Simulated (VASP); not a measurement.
Runs of VASP 6.6.1 on Au. The structure is that of space group P6_3/mmc (No. 194), or close to it. The cells are those of the table. 

```csv
cell,gap on the mesh (eV),pressure (GPa)
"a = 2.890, b = 2.890, c = 4.986 Å, angles 90.0, 90.0, 120.0°, 2 atoms",none,-3.1
"a = 2.746, b = 2.746, c = 4.743 Å, angles 90.0, 90.0, 120.0°, 2 atoms",none,28.9
"a = 3.035, b = 3.035, c = 5.108 Å, angles 90.0, 90.0, 120.0°, 2 atoms",none,(d)
"a = 3.035, b = 3.035, c = 4.986 Å, angles 90.0, 90.0, 120.0°, 2 atoms",none,-12.9
"a = 2.963, b = 2.963, c = 4.621 Å, angles 90.0, 90.0, 120.0°, 2 atoms",none,0.9
"a = 2.746, b = 2.746, c = 5.108 Å, angles 90.0, 90.0, 120.0°, 2 atoms",none,(c)
"a = 2.963, b = 2.963, c = 4.865 Å, angles 90.0, 90.0, 120.0°, 2 atoms",none,-6.4
"a = 2.818, b = 2.818, c = 4.865 Å, angles 90.0, 90.0, 120.0°, 2 atoms",none,9.5
"a = 2.963, b = 2.963, c = 5.108 Å, angles 90.0, 90.0, 120.0°, 2 atoms",none,(b)
"a = 2.890, b = 2.890, c = 5.108 Å, angles 90.0, 90.0, 120.0°, 2 atoms",none,-5.7
"a = 3.035, b = 3.035, c = 4.865 Å, angles 90.0, 90.0, 120.0°, 2 atoms",none,-11.0
"a = 2.746, b = 2.746, c = 4.621 Å, angles 90.0, 90.0, 120.0°, 2 atoms",none,(a)
```

Alike in all rows: task single point; level r2SCAN; potentials or basis VASP PAW PBE potentials, release 64 (Au); no spin polarisation; k mesh 24 × 24 × 12; cutoff (eV) 520; smearing gaussian 0.15 eV.

Question: Estimate the missing entries.

Answer: (a) 36.9; (b) -10.9; (c) 13.3; (d) -14.4.

Caveats: the PAW data sets were made with another functional, which shifts forces and pressure a little; spin-orbit coupling is left out, which moves the levels of the heavy elements.

A k mesh can miss the band edges, and the runs leave out spin-orbit coupling on Au.

A gap of «none» marks levels without a gap at the run's occupations.
